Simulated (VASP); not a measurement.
# CdSe4 (R-3m) in VASP: single point with PBE

Aim: the single point of CdSe4 with PBE.

Everything below comes from runs of VASP 6.6.1. Logs are shortened: lines on timing, memory, paths and dates and some standing lists are left out, and cuts for length are marked.

### 1 The cell of the first run

It takes space group R-3m (No. 166, trigonal). The conventional cell has a = 4.011 Å, b = 4.011 Å, c = 24.970 Å, α = 90.00°, β = 90.00°, γ = 120.00°. Within 3.7 Å of Cd (site symmetry -3m) lie 6 Se at 2.82 Å. Se (site symmetry 3m) has 3 Cd at 2.82 Å and 3 Se at 2.95 Å within 3.7 Å. Se (site symmetry 3m) has 6 Se at 2.72 to 2.95 Å within 3.6 Å.

The cell was generated, and may not be a known phase.

### 2 Single point, PBE

Contents of INCAR:

```
SYSTEM = CdSe4
PREC = Accurate ; ENCUT = 520
EDIFF = 1E-7 ; ISMEAR = 0
SIGMA = 0.1 ; LREAL = .FALSE.
LASPH = .TRUE. ; NELM = 60
ALGO = Fast ; ISIF = 2
LWAVE = .FALSE. ; LCHARG = .TRUE.
GGA = PE ; LELF = .TRUE.
LVHAR = .TRUE. ; NBANDS = 26
```

Contents of KPOINTS:

```
Automatic mesh
0
G
  12 12 12
  0 0 0
```

Contents of POSCAR:

```
CdSe4
1.0
    2.0056501750      1.1579626684      8.3231938058
   -2.0056501750      1.1579626684      8.3231938058
    0.0000000000     -2.3159253368      8.3231938058
Cd Se
1 4
Direct
    0.0000000000      0.0000000000      0.0000000000
    0.3981191421      0.3981191421      0.3981191421
    0.8047906352      0.8047906352      0.8047906352
    0.1952093648      0.1952093648      0.1952093648
    0.6018808579      0.6018808579      0.6018808579
```

Potentials or basis: VASP PAW PBE potentials, release 64 (Cd, Se).

The run is started by

```
$ cat potpaw_PBE.64/Cd/POTCAR potpaw_PBE.64/Se/POTCAR > POTCAR
$ mpirun -np 1 vasp_std > vasp.out
```

OUTCAR:

```text
SYSTEM = CdSe4
   PREC = Accurate
   ENCUT = 520
   EDIFF = 1E-7
   ISMEAR = 0
   LREAL = .FALSE.
   LASPH = .TRUE.
   NELM = 60
   ISIF = 2
   GGA = PE

 ion  position               nearest neighbor table
   1  0.000  0.000  0.000-   5 2.82   2 2.82   5 2.82   5 2.82   2 2.82   2 2.82
   2  0.398  0.398  0.398-   1 2.82   1 2.82   1 2.82
   3  0.805  0.805  0.805-   4 2.72   4 2.72   4 2.72
   4  0.195  0.195  0.195-   3 2.72   3 2.72   3 2.72
   5  0.602  0.602  0.602-   1 2.82   1 2.82   1 2.82

  LATTYP: Found a trigonal (rhomboedric) cell.
 ALAT       =     8.6393903312
 COS(alpha) =     0.8922110665

  Lattice vectors:

 A1 = (   2.0056501750,   1.1579626684,   8.3231938058)
 A2 = (  -2.0056501750,   1.1579626684,   8.3231938058)
 A3 = (   0.0000000000,  -2.3159253368,   8.3231938058)

Analysis of symmetry for initial positions (statically):
=====================================================================
 Subroutine PRICEL returns:
 Original cell was already a primitive cell.

 Routine SETGRP: Setting up the symmetry group for a
 trigonal (rhombohedral) supercell.

 Subroutine GETGRP returns: Found 12 space group operations
 (whereof 12 operations were pure point group operations)
 out of a pool of 12 trial point group operations.

The static configuration has the point symmetry D_3d.

Analysis of symmetry for dynamics (positions and initial velocities):
=====================================================================
 Subroutine PRICEL returns:
 Original cell was already a primitive cell.

 Routine SETGRP: Setting up the symmetry group for a
 trigonal (rhombohedral) supercell.

 Subroutine GETGRP returns: Found 12 space group operations
 (whereof 12 operations were pure point group operations)
 out of a pool of 12 trial point group operations.

The dynamic configuration has the point symmetry D_3d.

 Subroutine INISYM returns: Found 12 space group operations
 (whereof 12 operations are pure point group operations),
 and found     1 'primitive' translations

----------------------------------------------------------------------------------------

                                     Primitive cell

  volume of cell :     115.9821

  direct lattice vectors                    reciprocal lattice vectors
     2.005650175  1.157962668  8.323193806     0.249295718  0.143930950  0.040048729
    -2.005650175  1.157962668  8.323193806    -0.249295718  0.143930950  0.040048729
     0.000000000 -2.315925337  8.323193806     0.000000000 -0.287861900  0.040048729

  length of vectors
     8.639390331  8.639390331  8.639390331     0.290634433  0.290634433  0.290634433

  position of ions in fractional coordinates (direct lattice)
     0.000000000  0.000000000  0.000000000
     0.398119142  0.398119142  0.398119142
     0.804790635  0.804790635  0.804790635
     0.195209365  0.195209365  0.195209365
     0.601880858  0.601880858  0.601880858

  ion indices of the primitive-cell ions
   primitive index   ion index
                 1           1
                 2           2
                 3           3
                 4           4
                 5           5

----------------------------------------------------------------------------------------

 KPOINTS: Automatic mesh

Automatic generation of k-mesh.
 Grid dimensions read from file:
 generate k-points for:   12   12   12

 Generating k-lattice:

  Cartesian coordinates                     Fractional coordinates (reciprocal lattice)
     0.020774643  0.011994246  0.003337394     0.083333333  0.000000000  0.000000000
    -0.020774643  0.011994246  0.003337394     0.000000000  0.083333333  0.000000000
     0.000000000 -0.023988492  0.003337394     0.000000000  0.000000000  0.083333333

  Length of vectors
     0.024219536  0.024219536  0.024219536

  Shift w.r.t. Gamma in fractional coordinates (k-lattice)
     0.000000000  0.000000000  0.000000000

 Subroutine IBZKPT returns following result:
 ===========================================

 Found    189 irreducible k-points:

 Following reciprocal coordinates:
            Coordinates               Weight
  0.000000  0.000000  0.000000      1.000000
  0.083333  0.000000  0.000000      6.000000
  0.166667  0.000000  0.000000      6.000000
  0.250000 -0.000000  0.000000      6.000000
  0.333333 -0.000000  0.000000      6.000000
  0.416667 -0.000000  0.000000      6.000000
[... 16 lines left out ...]
  0.500000  0.166667  0.000000     12.000000
 -0.416667  0.166667 -0.000000     12.000000
 [... further k-points ...]
   k-points           NKPTS =    189   k-points in BZ     NKDIM =    189   number of bands    NBANDS=     26
   number of dos      NEDOS =    301   number of ions     NIONS =      5
   total plane-waves  NPLWV = 262144
   dimension x,y,z NGX =    64 NGY =   64 NGZ =   64
   dimension x,y,z NGXF=   128 NGYF=  128 NGZF=  128
   ions per type =               1   4
   NGX,Y,Z   is equivalent  to a cutoff of  12.32, 12.32, 12.32 a.u.
   NGXF,Y,Z  is equivalent  to a cutoff of  24.63, 24.63, 24.63 a.u.
 SYSTEM =  CdSe4
   PREC   = accura    normal or accurate (medium, high low for compatibility)
   ISTART =      0    job   : 0-new  1-cont  2-samecut
   ICHARG =      2    charge: 1-file 2-atom 10-const
   ISPIN  =      1    spin polarized calculation?
   LNONCOLLINEAR =      F non collinear calculations
   LSORBIT =      F    spin-orbit coupling
   LASPH  =      T    aspherical Exc in radial PAW
   ENCUT  =  520.0 eV  38.22 Ry    6.18 a.u.  16.06 16.06 16.06*2*pi/ulx,y,z
   NELM   =     60;   NELMIN=  2; NELMDL= -5     # of ELM steps
   EDIFF  = 0.1E-06   stopping-criterion for ELM
   LREAL  =      F    real-space projection
   EDIFFG = 0.1E-05   stopping-criterion for IOM
   NSW    =      0    number of steps for IOM
   IBRION =     -1    ionic relax: 0-MD 1-quasi-New 2-CG
   NFREE  =      0    steps in history (QN), initial steepest desc. (CG)
   ISIF   =      2    stress and relaxation
   ISYM   =      2    0-nonsym 1-usesym 2-fastsym
   POTIM  = 0.5000    time-step for ionic-motion
   TEBEG  =    0.0;   TEEND  =   0.0 temperature during run
   PSTRESS=    0.0 pullay stress
   NELECT =      36.0000    total number of electrons
   NUPDOWN=      -1.0000    fix difference up-down
   EMIN   =  10.00;   EMAX   =-10.00  energy-range for DOS
   EFERMI =   0.00;   METHOD = LEGACY
   ISMEAR =     0;   SIGMA  =   0.10  broadening in eV -4-tet -1-fermi 0-gaus
   EFERMI_NEDOS =   21; number of points for ismear=-14 and -15
   IALGO  =     68    algorithm
   IMIX   =      4    mixing-type and parameters
     AMIX     =   0.40;   BMIX     =  1.00
     AMIX_MAG =   1.60;   BMIX_MAG =  1.00
  volume/ion in A,a.u.               =      23.20       156.54
  Fermi-wavevector in a.u.,A,eV,Ry     =   1.108440  2.094647 16.716637  1.228638
  Thomas-Fermi vector in A             =   2.244967
   LORBIT       =      0    0 simple, 1 ext, 2 COOP (PROOUT), +10 PAW based schemes
   GGA     = PE    functional components
   LHFCALC =     F    Hartree Fock is set to
   AEXX    =    0.0000 exact exchange contribution
   IVDW    =     0    specifies the selected vdW correction
   LEPSILON=     F    determine dielectric tensor
   LRPA    =     F    only Hartree local field effects (RPA)
 non-spin polarized calculation
 RMM-DIIS sequential band-by-band and
 Gauss-broadening in eV      SIGMA  =   0.10
  energy-cutoff  :      520.00
  volume of cell :      115.98
 maximum number of plane-waves:      3156
   NGX = 33   NGY = 33   NGZ = 33

 number of electron      36.0000003 magnetization

 Free energy of the ion-electron system (eV)
  ---------------------------------------------------
  ext. energy  EPLUGINS =         0.00000000
  ---------------------------------------------------
  free energy    TOTEN  =       -14.96389168 eV

  energy without entropy =      -14.95848705  energy(sigma->0) =      -14.96118936

 E-fermi :   3.6589     XC(G=0):  -9.9272

 val. band max:        3.6481022569   @ k =   0.4167   0.2500   0.0000
 cond. band min:       3.6827770550   @ k =   0.5000   0.5000   0.4167
 fundamental gap:      0.0346747981
 Fermi energy:         3.6588862759

 k-point     1 :       0.0000    0.0000    0.0000
  band No.  band energies     occupation
      1     -11.9994      2.00000
      2      -9.7141      2.00000
      3      -9.0636      2.00000
      4      -6.8984      2.00000
      5      -4.6614      2.00000
      6      -4.6614      2.00000
[... 18 lines left out ...]
     25       9.9405      0.00000
     26      10.6805      0.00000

 k-point     2 :       0.0833    0.0000    0.0000
  band No.  band energies     occupation
      1     -11.9384      2.00000
      2      -9.6871      2.00000
      3      -9.0276      2.00000
      4      -7.0013      2.00000
      5      -4.6528      2.00000
      6      -4.6357      2.00000
[... 18 lines left out ...]
     25      10.0443      0.00000
     26      10.4306      0.00000

 k-point     3 :       0.1667    0.0000    0.0000
  band No.  band energies     occupation
      1     -11.7583      2.00000
      2      -9.6125      2.00000
      3      -8.9277      2.00000
      4      -7.2876      2.00000
      5      -4.6326      2.00000
      6      -4.5847      2.00000
[... 18 lines left out ...]
     25       9.6737      0.00000
     26      10.2120      0.00000

 k-point     4 :       0.2500   -0.0000    0.0000
  band No.  band energies     occupation
      1     -11.4683      2.00000
      2      -9.5116      2.00000
      3      -8.7901      2.00000
      4      -7.7035      2.00000
      5      -4.6144      2.00000
      6      -4.5570      2.00000
[... 18 lines left out ...]
     25      10.0485      0.00000
     26      10.3264      0.00000
[... 496 lines left out ...]
      1     -10.9271      2.00000
      2      -9.3741      2.00000
      3      -8.6604      2.00000
      4      -8.3239      2.00000
      5      -4.5794      2.00000
      6      -4.5226      2.00000
[... 18 lines left out ...]
     25      10.1016      0.00000
     26      10.6095      0.00000

 k-point    23 :       0.5000    0.1667    0.0000
  band No.  band energies     occupation
      1     -10.5201      2.00000
      2      -9.4063      2.00000
      3      -8.7259      2.00000
      4      -8.5449      2.00000
      5      -4.5591      2.00000
      6      -4.5296      2.00000
[... 18 lines left out ...]
     25       9.9540      0.00000
     26      10.9176      0.00000

 k-point    24 :      -0.4167    0.1667   -0.0000
  band No.  band energies     occupation
      1     -10.2760      2.00000
      2      -9.5386      2.00000
      3      -8.7789      2.00000
      4      -8.5713      2.00000
      5      -4.5511      2.00000
      6      -4.5333      2.00000
[... 18 lines left out ...]
     25      10.0887      0.00000
     26      11.0767      0.00000

 [... further k-points ...]

------------------------ aborting loop because EDIFF is reached ----------------------------------------

  FORCE on cell =-STRESS in cart. coord.  units (eV):
  Direction    XX          YY          ZZ          XY          YZ          ZX
  --------------------------------------------------------------------------------------
  -------------------------------------------------------------------------------------
  Total        0.1000496      0.1000496      0.1142399      0.0000000      0.0000000      0.0000000
  in kB        1.3820855      1.3820855      1.5781100      0.0000000      0.0000000      0.0000000
  external PRESSURE =       1.4474270 kB  Pullay stress =       0.0000000 kB

 VOLUME and BASIS-vectors are now :
 -----------------------------------------------------------------------------
  energy-cutoff  :      520.00
  volume of cell :      115.98
      direct lattice vectors                 reciprocal lattice vectors
     2.005650175  1.157962668  8.323193806     0.249295718  0.143930950  0.040048729
    -2.005650175  1.157962668  8.323193806    -0.249295718  0.143930950  0.040048729
     0.000000000 -2.315925337  8.323193806     0.000000000 -0.287861900  0.040048729

 POSITION                                       TOTAL-FORCE (eV/Angst)
 -----------------------------------------------------------------------------------
      0.00000      0.00000      0.00000         0.000000     -0.000000      0.000000
      0.00000      0.00000      9.94087         0.000000      0.000000      0.028225
      0.00000      0.00000     20.09529         0.000000      0.000000     -0.009270
      0.00000      0.00000      4.87430         0.000000     -0.000000      0.009270
      0.00000      0.00000     15.02871         0.000000     -0.000000     -0.028225
 -----------------------------------------------------------------------------------
    total drift:                                0.000000     -0.000000      0.000000

  FREE ENERGIE OF THE ION-ELECTRON SYSTEM (eV)
  ---------------------------------------------------
  free  energy   TOTEN  =       -14.9638916821 eV

  energy  without entropy=      -14.9584870478  energy(sigma->0) =      -14.96118936
```

Run time: 53 min. Hardware: 1 thread of Oxide Virtual Turin-like, shared host; peak memory 0.89 GiB.

Results:

```yaml
Free_energy: -14.9639 eV
Pressure: 0.1 GPa
Largest_force: 0.028 eV/Å
Band_gap_on_the_k_mesh: zero (bands 18 and 19 overlap by 0.59 eV)
```

Forces in eV/Å, atoms in the order of the input:
```
Cd   0.000  0.000  0.000
Se   0.000  0.000  0.028
Se   0.000  0.000 -0.009
Se   0.000  0.000  0.009
Se   0.000  0.000 -0.028
```

Caveat: semilocal functionals underestimate gaps, and a narrow one can read as zero.

The gap in the log of VASP goes by the Fermi energy; the results here count the filled bands.